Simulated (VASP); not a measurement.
# SiO2 (P4_12_12) in VASP: further runs

SiO2 is run at these levels: PBE; tasks: electric field gradients.

Everything below comes from runs of VASP 6.6.1. Logs are shortened: lines on timing, memory, paths and dates and some standing lists are left out, and cuts for length are marked.

## (1) The cell of the first run

Symmetry: P4_12_12, No. 92, tetragonal system. Conventional cell: a = 4.908 Å, b = 4.908 Å, c = 6.784 Å, α = 90.00°, β = 90.00°, γ = 90.00°. Si (site symmetry 2) has 4 O at 1.59 to 1.61 Å within 2.1 Å. Within 2.1 Å of O (site symmetry 1) lie 2 Si at 1.59 to 1.61 Å.

## (2) Electric field gradients, PBE

The input, INCAR:

```
ALGO = Normal ; EDIFF = 1E-8
ENCUT = 520 ; GGA = PE
ISIF = 2 ; ISMEAR = -1
LASPH = T ; LCHARG = F
LEFG = T ; LREAL = F
LWAVE = F ; NBANDS = 44
NELM = 80 ; PREC = Accurate
SIGMA = 0.02
```

The input, KPOINTS:

```
k-points
0
Gamma
  5 5 4
```

The input, POSCAR:

```
SiO2
1.0
    4.9080000000      0.0000000000      0.0000000000
    0.0000000000      4.9080000000      0.0000000000
    0.0000000000      0.0000000000      6.7840000000
Si O
4 8
Direct
    0.3083000000      0.3083000000      0.0000000000
    0.1917000000      0.8083000000      0.2500000000
    0.6917000000      0.6917000000      0.5000000000
    0.8083000000      0.1917000000      0.7500000000
    0.2387000000      0.1161000000      0.1865000000
    0.3839000000      0.7387000000      0.4365000000
    0.7613000000      0.8839000000      0.6865000000
    0.6161000000      0.2613000000      0.9365000000
    0.7387000000      0.3839000000      0.5635000000
    0.8839000000      0.7613000000      0.3135000000
    0.2613000000      0.6161000000      0.0635000000
    0.1161000000      0.2387000000      0.8135000000
```

Potentials or basis: VASP PAW PBE potentials, release 64 (Si, O).

Started as:

```bash
$ cat potpaw_PBE.64/Si/POTCAR potpaw_PBE.64/O/POTCAR > POTCAR
$ mpirun -np 1 vasp_std > vasp.out
```

OUTCAR:

```text
EDIFF = 1E-8
   ENCUT = 520
   GGA = PE
   ISIF = 2
   ISMEAR = -1
   LASPH = T
   LREAL = F
   NELM = 80
   PREC = Accurate

 ion  position               nearest neighbor table
   1  0.308  0.308  0.000-   8 1.59  11 1.59   5 1.61  12 1.61   2 3.04   4 3.04   2 3.04   4 3.04

   2  0.192  0.808  0.250-   5 1.59  10 1.59   6 1.61  11 1.61   1 3.04   3 3.04   1 3.04   3 3.04

   3  0.692  0.692  0.500-   6 1.59   9 1.59   7 1.61  10 1.61   2 3.04   4 3.04   4 3.04   2 3.04

   4  0.808  0.192  0.750-   7 1.59  12 1.59   9 1.61   8 1.61   1 3.04   3 3.04   3 3.04   1 3.04

   5  0.239  0.116  0.187-   2 1.59   1 1.61
   6  0.384  0.739  0.437-   3 1.59   2 1.61
   7  0.761  0.884  0.687-   4 1.59   3 1.61
   8  0.616  0.261  0.937-   1 1.59   4 1.61
   9  0.739  0.384  0.563-   3 1.59   4 1.61
  10  0.884  0.761  0.313-   2 1.59   3 1.61
  11  0.261  0.616  0.063-   1 1.59   2 1.61
  12  0.116  0.239  0.813-   4 1.59   1 1.61

  LATTYP: Found a simple tetragonal cell.
 ALAT       =     4.9080000000
 C/A-ratio  =     1.3822330888

  Lattice vectors:

 A1 = (   4.9080000000,   0.0000000000,   0.0000000000)
 A2 = (   0.0000000000,   4.9080000000,   0.0000000000)
 A3 = (   0.0000000000,   0.0000000000,   6.7840000000)

Analysis of symmetry for initial positions (statically):
=====================================================================
 Subroutine PRICEL returns:
 Original cell was already a primitive cell.

 Routine SETGRP: Setting up the symmetry group for a
 simple tetragonal supercell.

 Subroutine GETGRP returns: Found  8 space group operations
 (whereof  2 operations were pure point group operations)
 out of a pool of 16 trial point group operations.

The static configuration has the point symmetry C_2 .
 The point group associated with its full space group is D_4 .

Analysis of symmetry for dynamics (positions and initial velocities):
=====================================================================
 Subroutine PRICEL returns:
 Original cell was already a primitive cell.

 Routine SETGRP: Setting up the symmetry group for a
 simple tetragonal supercell.

[... 1031 lines left out ...]
  energy-cutoff  :      520.00
  volume of cell :      163.42
      direct lattice vectors                 reciprocal lattice vectors
     4.908000000  0.000000000  0.000000000     0.203748981  0.000000000  0.000000000
     0.000000000  4.908000000  0.000000000     0.000000000  0.203748981  0.000000000
     0.000000000  0.000000000  6.784000000     0.000000000  0.000000000  0.147405660

 POSITION                                       TOTAL-FORCE (eV/Angst)
 -----------------------------------------------------------------------------------
      1.51314      1.51314      0.00000        -0.562951     -0.562951      0.000000
      0.94086      3.96714      1.69600         0.562951     -0.562951      0.000000
      3.39486      3.39486      3.39200         0.562951      0.562951      0.000000
      3.96714      0.94086      5.08800        -0.562951      0.562951      0.000000
      1.17154      0.56982      1.26522        -0.016458      0.889936      0.024138
      1.88418      3.62554      2.96122        -0.889936     -0.016458      0.024138
      3.73646      4.33818      4.65722         0.016458     -0.889936      0.024138
      3.02382      1.28246      6.35322         0.889936      0.016458      0.024138
      3.62554      1.88418      3.82278        -0.016458     -0.889936     -0.024138
      4.33818      3.73646      2.12678        -0.889936      0.016458     -0.024138
      1.28246      3.02382      0.43078         0.016458      0.889936     -0.024138
      0.56982      1.17154      5.51878         0.889936     -0.016458     -0.024138
 -----------------------------------------------------------------------------------
    total drift:                                0.000000     -0.000000      0.000000

  FREE ENERGIE OF THE ION-ELECTRON SYSTEM (eV)
  ---------------------------------------------------
  free  energy   TOTEN  =       -94.5866914575 eV

  energy  without entropy=      -94.5866914575  energy(sigma->0) =      -94.58669146

 Electric field gradients (V/A^2)
---------------------------------------------------------------------
 ion       V_xx      V_yy      V_zz      V_xy      V_xz      V_yz
---------------------------------------------------------------------
   1      -3.415    -3.415     6.831     5.203     6.385    -6.385
   2      -3.415    -3.415     6.831    -5.203     6.385     6.385
   3      -3.415    -3.415     6.831     5.203    -6.385     6.385
   4      -3.415    -3.415     6.831    -5.203    -6.385    -6.385
   5     -45.203    40.718     4.485    20.731   -14.119   -52.718
   6      40.718   -45.203     4.485   -20.731    52.718   -14.119
   7     -45.203    40.718     4.485    20.731    14.119    52.718
   8      40.718   -45.203     4.485   -20.731   -52.718    14.119
   9     -45.203    40.718     4.485   -20.731    14.119   -52.718
  10      40.718   -45.203     4.485    20.731   -52.718   -14.119
  11     -45.203    40.718     4.485   -20.731   -14.119    52.718
  12      40.718   -45.203     4.485    20.731    52.718    14.119
---------------------------------------------------------------------

 Electric field gradients after diagonalization (V/A^2)
 (convention: |V_zz| > |V_xx| > |V_yy|)
----------------------------------------------------------------------
 ion       V_xx      V_yy      V_zz     asymmetry (V_yy - V_xx)/ V_zz
----------------------------------------------------------------------
   1      10.989     1.787   -12.776       0.720
   2      10.989     1.787   -12.776       0.720
   3      10.989     1.787   -12.776       0.720
   4      10.989     1.787   -12.776       0.720
   5     -50.116   -33.125    83.241       0.204
   6     -50.116   -33.125    83.241       0.204
   7     -50.116   -33.125    83.241       0.204
   8     -50.116   -33.125    83.241       0.204
   9     -50.116   -33.125    83.241       0.204
  10     -50.116   -33.125    83.241       0.204
  11     -50.116   -33.125    83.241       0.204
  12     -50.116   -33.125    83.241       0.204
----------------------------------------------------------------------

           NMR quadrupolar parameters

 Cq : quadrupolar parameter    Cq=e*Q*V_zz/h
 eta: asymmetry parameters     (V_yy - V_xx)/ V_zz
 Q  : nuclear electric quadrupole moment in mb (millibarn)
----------------------------------------------------------------------
 ion       Cq(MHz)       eta       Q (mb)
----------------------------------------------------------------------
   1      -0.031       0.720       1.000
   2      -0.031       0.720       1.000
   3      -0.031       0.720       1.000
   4      -0.031       0.720       1.000
   5       0.201       0.204       1.000
   6       0.201       0.204       1.000
   7       0.201       0.204       1.000
   8       0.201       0.204       1.000
   9       0.201       0.204       1.000
  10       0.201       0.204       1.000
  11       0.201       0.204       1.000
  12       0.201       0.204       1.000
----------------------------------------------------------------------
```

OSZICAR:

```text
N       E                     dE             d eps       ncg     rms          rms(c)
DAV:   1     0.400614277638E+03    0.40061E+03   -0.33387E+04  1584   0.134E+03
DAV:   2    -0.782407635669E+02   -0.47886E+03   -0.46217E+03  2004   0.314E+02
DAV:   3    -0.107357407512E+03   -0.29117E+02   -0.28984E+02  1920   0.825E+01
DAV:   4    -0.107724515036E+03   -0.36711E+00   -0.36643E+00  2008   0.102E+01
DAV:   5    -0.107730797259E+03   -0.62822E-02   -0.62782E-02  1940   0.131E+00    0.303E+01
DAV:   6    -0.945914610814E+02    0.13139E+02   -0.49088E+01  1852   0.326E+01    0.145E+01
DAV:   7    -0.945827758937E+02    0.86852E-02   -0.15087E+00  1936   0.514E+00    0.521E+00
DAV:   8    -0.945714589301E+02    0.11317E-01   -0.82393E-02  1908   0.175E+00    0.200E+00
DAV:   9    -0.945842908713E+02   -0.12832E-01   -0.41665E-02  1820   0.119E+00    0.355E-01
DAV:  10    -0.945866584271E+02   -0.23676E-02   -0.39576E-03  1796   0.305E-01    0.105E-01
DAV:  11    -0.945866729995E+02   -0.14572E-04   -0.79801E-04  1896   0.151E-01    0.148E-02
DAV:  12    -0.945866870350E+02   -0.14036E-04   -0.26130E-05  1916   0.258E-02    0.127E-02
DAV:  13    -0.945866908530E+02   -0.38180E-05   -0.62510E-06  1784   0.128E-02    0.521E-03
DAV:  14    -0.945866914600E+02   -0.60700E-06   -0.99363E-07  1968   0.511E-03    0.143E-03
DAV:  15    -0.945866914798E+02   -0.19747E-07   -0.61398E-08  1664   0.138E-03    0.560E-04
DAV:  16    -0.945866914613E+02    0.18449E-07   -0.22074E-09  1420   0.268E-04    0.200E-04
DAV:  17    -0.945866914575E+02    0.38062E-08   -0.10388E-09  1060   0.174E-04
   1 F= -.94586691E+02 E0= -.94586691E+02  d E =-.328405E-11
```

Wall time 2.3 min (1 thread of Intel Xeon Platinum 8175M at 2.50GHz (Skylake/Cascade Lake), shared host); peak memory 0.31 GiB.

Results:

```
Free energy                             : -94.5867 eV
Pressure                                : 9.7 GPa
Largest force                           : 0.890 eV/Å
Band gap on the k mesh                  : 5.88 eV
Largest electric field gradient by atom : Si -12.8; O +83.2 V/Å²
```

Forces on the atoms (eV/Å):
```
Si  -0.563 -0.563  0.000
Si   0.563 -0.563  0.000
Si   0.563  0.563  0.000
Si  -0.563  0.563  0.000
O   -0.016  0.890  0.024
O   -0.890 -0.016  0.024
O    0.016 -0.890  0.024
O    0.890  0.016  0.024
O   -0.016 -0.890 -0.024
O   -0.890  0.016 -0.024
O    0.016  0.890 -0.024
O    0.890 -0.016 -0.024
```

Stress tensor (GPa, compression positive):
```
10.90  0.00  0.00
 0.00 10.90  0.00
 0.00  0.00  7.34
```

Electric field gradients, principal values (V/Å²):
```tsv
atom	least	middle	greatest (by size)
1 Si	1.787	10.989	-12.776
2 Si	1.787	10.989	-12.776
3 Si	1.787	10.989	-12.776
4 Si	1.787	10.989	-12.776
5 O	-33.125	-50.116	83.241
6 O	-33.125	-50.116	83.241
7 O	-33.125	-50.116	83.241
8 O	-33.125	-50.116	83.241
9 O	-33.125	-50.116	83.241
10 O	-33.125	-50.116	83.241
11 O	-33.125	-50.116	83.241
12 O	-33.125	-50.116	83.241
```

Caveat: the cell stands under pressure; without QUAD_EFG the Cq values of the log hold for a quadrupole moment of 1 mb, not for the nuclei; an odd mesh through Γ misses points on the zone boundary, where band edges can lie.

## (3) Electric field gradients, PBE

The input, INCAR:

```
PREC = Accurate ; ENCUT = 520
EDIFF = 1E-8 ; ISMEAR = -1
SIGMA = 0.02 ; LREAL = F
LASPH = T ; NELM = 60
ALGO = Normal ; ISIF = 2
LWAVE = F ; LCHARG = F
GGA = PE ; LEFG = T
NELECT = 63.0 ; NBANDS = 44
```

The input, KPOINTS:

```
regular mesh
0
Gamma
  5 5 4
```

POSCAR is that of step 2.

Potentials or basis: VASP PAW PBE potentials, release 64 (Si, O).

Started as:

```bash
$ cat potpaw_PBE.64/Si/POTCAR potpaw_PBE.64/O/POTCAR > POTCAR
$ mpirun -np 1 vasp_std > vasp.out
```

OUTCAR:

```text
PREC = Accurate
   ENCUT = 520
   EDIFF = 1E-8
   ISMEAR = -1
   LREAL = F
   LASPH = T
   NELM = 60
   ISIF = 2
   GGA = PE
   NELECT = 63.0

 ion  position               nearest neighbor table
   1  0.308  0.308  0.000-   8 1.59  11 1.59   5 1.61  12 1.61   2 3.04   4 3.04   2 3.04   4 3.04

   2  0.192  0.808  0.250-   5 1.59  10 1.59   6 1.61  11 1.61   1 3.04   3 3.04   1 3.04   3 3.04

   3  0.692  0.692  0.500-   6 1.59   9 1.59   7 1.61  10 1.61   2 3.04   4 3.04   4 3.04   2 3.04

   4  0.808  0.192  0.750-   7 1.59  12 1.59   9 1.61   8 1.61   1 3.04   3 3.04   3 3.04   1 3.04

   5  0.239  0.116  0.187-   2 1.59   1 1.61
   6  0.384  0.739  0.437-   3 1.59   2 1.61
   7  0.761  0.884  0.687-   4 1.59   3 1.61
   8  0.616  0.261  0.937-   1 1.59   4 1.61
   9  0.739  0.384  0.563-   3 1.59   4 1.61
  10  0.884  0.761  0.313-   2 1.59   3 1.61
[... 1101 lines left out ...]
 ion       V_xx      V_yy      V_zz     asymmetry (V_yy - V_xx)/ V_zz
----------------------------------------------------------------------
   1      10.952     1.764   -12.716       0.723
   2      10.952     1.764   -12.716       0.723
   3      10.952     1.764   -12.716       0.723
   4      10.952     1.764   -12.716       0.723
   5     -45.123   -20.505    65.628       0.375
   6     -45.123   -20.505    65.628       0.375
   7     -45.123   -20.505    65.628       0.375
   8     -45.123   -20.505    65.628       0.375
   9     -45.123   -20.505    65.628       0.375
  10     -45.123   -20.505    65.628       0.375
  11     -45.123   -20.505    65.628       0.375
  12     -45.123   -20.505    65.628       0.375
----------------------------------------------------------------------

           NMR quadrupolar parameters

 Cq : quadrupolar parameter    Cq=e*Q*V_zz/h
 eta: asymmetry parameters     (V_yy - V_xx)/ V_zz
 Q  : nuclear electric quadrupole moment in mb (millibarn)
----------------------------------------------------------------------
 ion       Cq(MHz)       eta       Q (mb)
----------------------------------------------------------------------
   1      -0.031       0.723       1.000
   2      -0.031       0.723       1.000
   3      -0.031       0.723       1.000
   4      -0.031       0.723       1.000
   5       0.159       0.375       1.000
   6       0.159       0.375       1.000
   7       0.159       0.375       1.000
   8       0.159       0.375       1.000
   9       0.159       0.375       1.000
  10       0.159       0.375       1.000
  11       0.159       0.375       1.000
  12       0.159       0.375       1.000
----------------------------------------------------------------------
```

stdout:

```text
POSCAR found type information on POSCAR SiO
 POSCAR found :  2 types and      12 ions
 scaLAPACK will be used
 LDA part: xc-table for (Slater+PW92), standard interpolation
 POSCAR, INCAR and KPOINTS ok, starting setup
 FFT: planning ... GRIDC
 FFT: planning ... GRID_SOFT
 FFT: planning ... GRID
 WAVECAR not read
 entering main loop
 the old and the new charge density differ
 old charge density:    64.00000 new   63.00000
    0.289E+01
ion   1

ion   2

ion   3

ion   4

ion   5
     0.0000293    -2.0929017    10.7366478     1.9206290     0.1738320     1.5471338
     0.0000403    -2.0929017    10.7366477     1.9206290     0.1738320     1.5471337
     0.0000555    -2.0929017    10.7366475     1.9206290     0.1738320     1.5471337
     0.0000765    -2.0929016    10.7366472     1.9206289     0.1738320     1.5471336
[... 72 lines left out ...]
ion  12
     0.0000293    -2.0929017    -0.1738320     1.9206290   -10.7366478    -1.5471338
     0.0000403    -2.0929017    -0.1738320     1.9206290   -10.7366477    -1.5471337
     0.0000555    -2.0929017    -0.1738320     1.9206290   -10.7366475    -1.5471337
     0.0000765    -2.0929016    -0.1738320     1.9206289   -10.7366472    -1.5471336

     0.0000293    -9.9919033    -3.5643896     5.0979263   -40.9257819   -13.4904935
     0.0000403    -9.9919012    -3.5643887     5.0979255   -40.9257742   -13.4904904
     0.0000555    -9.9918978    -3.5643872     5.0979241   -40.9257611   -13.4904852
     0.0000765    -9.9918921    -3.5643848     5.0979218   -40.9257392   -13.4904765
```

It took 2.1 min on 1 thread of Intel Xeon Platinum 8175M at 2.50GHz (Skylake/Cascade Lake), shared host; peak memory 0.3 GiB.

What came out:

* Free energy: -94.7300 eV
* Largest force: 0.852 eV/Å
* Largest electric field gradient by atom: Si -12.7; O +65.6 V/Å²

Forces in eV/Å, atoms in the order of the input:
```
Si  -0.499 -0.499  0.000
Si   0.499 -0.499  0.000
Si   0.499  0.499  0.000
Si  -0.499  0.499  0.000
O    0.003  0.849  0.072
O   -0.849  0.003  0.072
O   -0.003 -0.849  0.072
O    0.849 -0.003  0.072
O    0.003 -0.849 -0.072
O   -0.849 -0.003 -0.072
O   -0.003  0.849 -0.072
O    0.849  0.003 -0.072
```

Electric field gradients, principal values (V/Å²):
| atom | least | middle | greatest (by size) |
| --- | --- | --- | --- |
| 1 Si | 1.764 | 10.952 | -12.716 |
| 2 Si | 1.764 | 10.952 | -12.716 |
| 3 Si | 1.764 | 10.952 | -12.716 |
| 4 Si | 1.764 | 10.952 | -12.716 |
| 5 O | -20.505 | -45.123 | 65.628 |
| 6 O | -20.505 | -45.123 | 65.628 |
| 7 O | -20.505 | -45.123 | 65.628 |
| 8 O | -20.505 | -45.123 | 65.628 |
| 9 O | -20.505 | -45.123 | 65.628 |
| 10 O | -20.505 | -45.123 | 65.628 |
| 11 O | -20.505 | -45.123 | 65.628 |
| 12 O | -20.505 | -45.123 | 65.628 |

Caveat: the cell carries a net charge on a neutralising background, which shifts energy and pressure; the cell is charged against a uniform background, so pressure and absolute levels hang on convention; without QUAD_EFG the Cq values of the log hold for a quadrupole moment of 1 mb, not for the nuclei; an odd number of electrons without spin polarisation forces a metal; a magnetic or distorted state may lie lower.

[end of part 1 of 2]
